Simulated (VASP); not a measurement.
**BN (Qingsongite): single point with PBEsol**

The system is BN (Qingsongite).

```xyz
2
Lattice="0.0217 1.8280 1.7997 1.8503 0.0250 1.7964 1.8429 1.8174 0.0324" Properties=species:S:1:pos:R:3 pbc="T T T"
B     3.5651    1.8685    1.8328
N     0.9678    0.8743    0.9547
```

```yaml
Program: VASP 6.6.1
Task: single point
Functional: PBEsol
Potentials_or_basis: VASP PAW PBE potentials, release 64 (B, N)
Cutoff: 520 eV
k_mesh: 6 × 6 × 6
Occupations: gaussian, width 0.01 eV
Spin: no spin polarisation
Dipole_correction: no
Further_INCAR_settings: ALGO = Normal; EDIFF = 1e-06; NBANDS = 11
```

The pressure is 10.3 GPa, the largest force is 5.321 eV/Å and the band gap on the k mesh is 2.58 eV, indirect (least direct gap 6.61 eV).

Forces on the atoms (eV/Å):
```
B    4.104 -2.577  2.196
N   -4.104  2.577 -2.196
```

Stress tensor (GPa, compression positive):
```
  0.15 -12.04   2.69
-12.04  10.57 -16.48
  2.69 -16.48  20.13
```

Levels at points of the mesh, in eV from the valence-band top:
```tsv
k point	band 1	band 2	band 3	band 4	band 5	band 6	band 7	band 8
(0.00, 0.00, 0.00)	-21.33	-3.03	-0.73	0.00	6.61	7.10	9.09	10.30
(0.50, 0.00, 0.00)	-17.09	-11.56	-4.29	-2.15	6.30	9.09	12.29	13.29
(0.00, 0.50, 0.00)	-17.20	-12.18	-3.53	-2.09	8.57	9.05	11.56	14.48
(0.50, 0.50, 0.00)	-15.70	-9.99	-6.01	-5.93	2.58	6.95	16.60	18.33
(0.00, 0.00, 0.50)	-17.04	-11.88	-4.34	-1.61	7.16	8.01	12.66	14.10
(0.50, 0.00, 0.50)	-15.87	-10.22	-6.07	-5.48	2.80	7.43	16.67	17.93
(0.00, 0.50, 0.50)	-15.92	-10.23	-6.41	-5.45	3.50	8.23	15.66	18.10
(0.50, 0.50, 0.50)	-17.31	-11.66	-4.28	-1.70	6.57	9.73	12.30	13.37
```

Wall time 14 s on 1 thread of Intel(R) Xeon(R) Platinum 8259CL CPU @ 2.50GHz (Skylake/Cascade Lake) (shared host), peak memory 0.12 GiB.

Caveat: the k points lie up to 0.51 Å⁻¹ apart; the PAW data sets were made with another functional, which shifts forces and pressure a little. A k mesh can miss the band edges.
